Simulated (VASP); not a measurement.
# BeS (F-43m) in VASP: relaxation of cell and atoms with PBEsol

Aim: the relaxation of cell and atoms of BeS with PBEsol.

Program: VASP 6.6.1. These are calculated values, not measurements. Logs are shortened: lines on timing, memory, paths and dates and some standing lists are left out, and cuts for length are marked.

## Step 1: The cell of the first run

The structure is cubic, space group F-43m (No. 216). The conventional cell has a = 4.838 Å, b = 4.838 Å, c = 4.838 Å, α = 90.00°, β = 90.00°, γ = 90.00°. Be (site symmetry -43m) has 4 S at 2.09 Å within 2.8 Å. Within 2.8 Å of S (site symmetry -43m) lie 4 Be at 2.09 Å.

## Step 2: Relaxation of cell and atoms, PBEsol, target pressure 15 GPa, at which the enthalpy is minimised

The input, INCAR:

```
SYSTEM = BeS
  PREC = Accurate
  ENCUT = 600
  EDIFF = 1E-6
  ISMEAR = 0
  SIGMA = 0.01
  LREAL = .False.
  LASPH = .True.
  NELM = 60
  ALGO = Normal
  ISIF = 3
  LWAVE = .False.
  LCHARG = .False.
  GGA = PS
  IBRION = 2
  NSW = 100
  EDIFFG = -0.002
  PSTRESS = 150.0
```

The input, KPOINTS:

```
regular mesh
0
Gamma
  8 8 8
  0 0 0
```

The input, POSCAR:

```
BeS
1.0
    2.4189645438      2.4189645438      0.0000000000
   -2.4189645438      2.4189645438      0.0000000000
    0.0000000000      2.4189645438      2.4189645438
Be S
1 1
Direct
    0.0000000000      0.0000000000      0.0000000000
    0.7500000000      0.2500000000      0.5000000000
```

Potentials or basis: VASP PAW PBE potentials, release 64 (Be, S).

Launch:

```sh
$ cat potpaw_PBE.64/Be/POTCAR potpaw_PBE.64/S/POTCAR > POTCAR
$ mpirun -np 1 vasp_std > vasp.out
```

OUTCAR:

```text
SYSTEM = BeS
   PREC = Accurate
   ENCUT = 600
   EDIFF = 1E-6
   ISMEAR = 0
   LREAL = .False.
   LASPH = .True.
   NELM = 60
   ISIF = 3
   GGA = PS
   IBRION = 2
   NSW = 100
   EDIFFG = -0.002
   PSTRESS = 150.0

 ion  position               nearest neighbor table
   1  0.000  0.000  0.000-   2 2.09   2 2.09   2 2.09   2 2.09
   2  0.750  0.250  0.500-   1 2.09   1 2.09   1 2.09   1 2.09

  LATTYP: Found a face centered cubic cell.
 ALAT       =     4.8379290876

  Lattice vectors:

 A1 = (   0.0000000000,   2.4189645438,   2.4189645438)
 A2 = (   2.4189645438,   0.0000000000,   2.4189645438)
 A3 = (   2.4189645438,   2.4189645438,   0.0000000000)

Analysis of symmetry for initial positions (statically):
=====================================================================
 Subroutine PRICEL returns:
 Original cell was already a primitive cell.

 Routine SETGRP: Setting up the symmetry group for a
 face centered cubic supercell.

 Subroutine GETGRP returns: Found 24 space group operations
 (whereof 24 operations were pure point group operations)
 out of a pool of 48 trial point group operations.

The static configuration has the point symmetry T_d .

Analysis of symmetry for dynamics (positions and initial velocities):
=====================================================================
 Subroutine PRICEL returns:
 Original cell was already a primitive cell.

 Routine SETGRP: Setting up the symmetry group for a
 face centered cubic supercell.

 Subroutine GETGRP returns: Found 24 space group operations
 (whereof 24 operations were pure point group operations)
 out of a pool of 48 trial point group operations.

The dynamic configuration has the point symmetry T_d .

 Subroutine INISYM returns: Found 24 space group operations
 (whereof 24 operations are pure point group operations),
 and found     1 'primitive' translations

----------------------------------------------------------------------------------------

                                     Primitive cell

  volume of cell :      28.3086

  direct lattice vectors                    reciprocal lattice vectors
     2.418964544  2.418964544  0.000000000     0.206700012  0.206700012 -0.206700012
    -2.418964544  2.418964544  0.000000000    -0.206700012  0.206700012 -0.206700012
     0.000000000  2.418964544  2.418964544     0.000000000  0.000000000  0.413400024

  length of vectors
     3.420932465  3.420932465  3.420932465     0.358014923  0.358014923  0.413400024

  position of ions in fractional coordinates (direct lattice)
[... 62 lines left out ...]
   number of dos      NEDOS =    301   number of ions     NIONS =      2
   total plane-waves  NPLWV =  21952
   dimension x,y,z NGX =    28 NGY =   28 NGZ =   28
   dimension x,y,z NGXF=    56 NGYF=   56 NGZF=   56
   ions per type =               1   1
   NGX,Y,Z   is equivalent  to a cutoff of  13.61, 13.61, 13.61 a.u.
   NGXF,Y,Z  is equivalent  to a cutoff of  27.21, 27.21, 27.21 a.u.
 SYSTEM =  BeS
   PREC   = accura    normal or accurate (medium, high low for compatibility)
   ISTART =      0    job   : 0-new  1-cont  2-samecut
   ICHARG =      2    charge: 1-file 2-atom 10-const
   ISPIN  =      1    spin polarized calculation?
   LNONCOLLINEAR =      F non collinear calculations
   LSORBIT =      F    spin-orbit coupling
   LASPH  =      T    aspherical Exc in radial PAW
   ENCUT  =  600.0 eV  44.10 Ry    6.64 a.u.   6.83  6.83  6.83*2*pi/ulx,y,z
   NELM   =     60;   NELMIN=  2; NELMDL= -5     # of ELM steps
   EDIFF  = 0.1E-05   stopping-criterion for ELM
   LREAL  =      F    real-space projection
   EDIFFG = -.2E-02   stopping-criterion for IOM
   NSW    =    100    number of steps for IOM
   IBRION =      2    ionic relax: 0-MD 1-quasi-New 2-CG
   NFREE  =      1    steps in history (QN), initial steepest desc. (CG)
   ISIF   =      3    stress and relaxation
   ISYM   =      2    0-nonsym 1-usesym 2-fastsym
   POTIM  = 0.5000    time-step for ionic-motion
   TEBEG  =    0.0;   TEEND  =   0.0 temperature during run
   PSTRESS=  150.0 pullay stress
   NELECT =       8.0000    total number of electrons
   NUPDOWN=      -1.0000    fix difference up-down
   EMIN   =  10.00;   EMAX   =-10.00  energy-range for DOS
   EFERMI =   0.00;   METHOD = LEGACY
   ISMEAR =     0;   SIGMA  =   0.01  broadening in eV -4-tet -1-fermi 0-gaus
   EFERMI_NEDOS =   21; number of points for ismear=-14 and -15
   IALGO  =     38    algorithm
   IMIX   =      4    mixing-type and parameters
     AMIX     =   0.40;   BMIX     =  1.00
     AMIX_MAG =   1.60;   BMIX_MAG =  1.00
  volume/ion in A,a.u.               =      14.15        95.52
  Fermi-wavevector in a.u.,A,eV,Ry     =   1.074316  2.030163 15.703227  1.154155
  Thomas-Fermi vector in A             =   2.210141
   LORBIT       =      0    0 simple, 1 ext, 2 COOP (PROOUT), +10 PAW based schemes
   GGA     = PS    functional components
   LHFCALC =     F    Hartree Fock is set to
   AEXX    =    0.0000 exact exchange contribution
   IVDW    =     0    specifies the selected vdW correction
   LEPSILON=     F    determine dielectric tensor
   LRPA    =     F    only Hartree local field effects (RPA)
 conjugate gradient relaxation of ions
 non-spin polarized calculation
 Gauss-broadening in eV      SIGMA  =   0.01
  energy-cutoff  :      600.00
  volume of cell :       28.31
 maximum number of plane-waves:       960
   NGX = 13   NGY = 13   NGZ = 13

--------------------------------------- Ionic step        1  -------------------------------------------

 number of electron       8.0000000 magnetization

 Free energy of the ion-electron system (eV)
  ---------------------------------------------------
  ext. energy  EPLUGINS =         0.00000000
  ---------------------------------------------------
  free energy    TOTEN  =       -10.56434967 eV

  energy without entropy =      -10.56434967  energy(sigma->0) =      -10.56434967

 E-fermi :   4.3393     XC(G=0):  -9.9316

 val. band max:        4.2219225323   @ k =   0.0000   0.0000   0.0000
 cond. band min:       7.1331028919   @ k =   0.5000   0.5000   0.0000
 fundamental gap:      2.9111803596
 Fermi energy:         4.3393271274

 k-point     1 :       0.0000    0.0000    0.0000
  band No.  band energies     occupation
      1      -9.5464      2.00000
      2       4.2219      2.00000
      3       4.2219      2.00000
      4       4.2219      2.00000
      5       9.8284      0.00000
      6       9.8284      0.00000
      7       9.8284      0.00000
      8       9.9911      0.00000
[... 442 lines left out ...]
--------------------------------------- Ionic step        6  -------------------------------------------

 number of electron       7.9999999 magnetization

 Free energy of the ion-electron system (eV)
  ---------------------------------------------------
  ext. energy  EPLUGINS =         0.00000000
  ---------------------------------------------------
  free energy    TOTEN  =       -10.42498837 eV

  energy without entropy =      -10.42498837  energy(sigma->0) =      -10.42498837

 E-fermi :   5.6840     XC(G=0): -10.4345

 val. band max:        5.5697327932   @ k =   0.0000   0.0000   0.0000
 cond. band min:       8.1712524484   @ k =   0.5000   0.5000   0.0000
 fundamental gap:      2.6015196552
 Fermi energy:         5.6840230128

 k-point     1 :       0.0000    0.0000    0.0000
  band No.  band energies     occupation
      1      -9.0896      2.00000
      2       5.5697      2.00000
      3       5.5697      2.00000
      4       5.5697      2.00000
      5      11.0828      0.00000
      6      11.0828      0.00000
      7      11.0828      0.00000
      8      12.4052      0.00000
[... 286 lines left out ...]
  energy  without entropy=      -10.4249883734  energy(sigma->0) =      -10.42498837

  enthalpy is  TOTEN    =        -8.0768150106 eV   P V=        2.3481733628

 reached required accuracy - stopping structural energy minimisation
```

CONTCAR:

```text
BeS
   1.00000000000000
     2.3233064330792170    2.3233064330792170   -0.0000000000000000
    -2.3233064330792170    2.3233064330792170   -0.0000000000000000
    -0.0000000000000000    2.3233064330792170    2.3233064330792170
  Be              S
     1     1
Direct
     0.0000000000000000    0.0000000000000000    0.0000000000000000
     0.7500000000000000    0.2500000000000000    0.5000000000000000

  0.00000000E+00  0.00000000E+00  0.00000000E+00
  0.00000000E+00  0.00000000E+00  0.00000000E+00
```

Wall time 40 s (1 thread of Intel Xeon Platinum 8488C (Sapphire Rapids), shared host); peak memory 0.15 GiB.

What came out:

- Free energy: -10.4250 eV
- Relaxed volume: 12.54 Å³/atom
- Relaxed cell: a = 3.286 Å, b = 3.286 Å, c = 3.286 Å, α = 60.00°, β = 60.00°, γ = 90.00°
- Space group after relaxing (to 0.05 Å): F-43m (No. 216)
- Energy change on relaxing (the enthalpy is what falls): +69.7 meV/atom
- Ionic steps: 6
- Pressure after relaxing: 15.0 GPa
- Band gap on the k mesh: 2.60 eV, indirect (least direct gap 5.51 eV)

The path:
| step | energy change (eV) | largest force (eV/Å) | pressure (GPa) | volume (Å³) |
| --- | --- | --- | --- | --- |
| 1 | 0.0000 | 0.0000 | 0.19 | 28.31 |
| 2 | 0.3754 | 0.0000 | 27.67 | 23.28 |
| 3 | 0.1380 | 0.0000 | 14.92 | 25.10 |
| 4 | 0.1438 | 0.0000 | 15.27 | 25.03 |
| 5 | 0.1370 | 0.0000 | 14.85 | 25.11 |
| 6 | 0.1394 | 0.0000 | 15.00 | 25.08 |

Final structure:
```cif
data_structure
_symmetry_space_group_name_H-M 'P 1'
_symmetry_Int_Tables_number 1
_cell_length_a 3.2857
_cell_length_b 3.2857
_cell_length_c 3.2857
_cell_angle_alpha 60.000
_cell_angle_beta 60.000
_cell_angle_gamma 90.000
_cell_volume 25.08
loop_
_atom_site_label
_atom_site_type_symbol
_atom_site_fract_x
_atom_site_fract_y
_atom_site_fract_z
_atom_site_occupancy
Be1 Be 0.00000 0.00000 0.00000 1
S1 S 0.75000 0.25000 0.50000 1
```

Caveat: the cell is relaxed towards a set pressure, so the enthalpy falls and the energy may rise; the PAW data sets were made with another functional, which shifts forces and pressure a little.
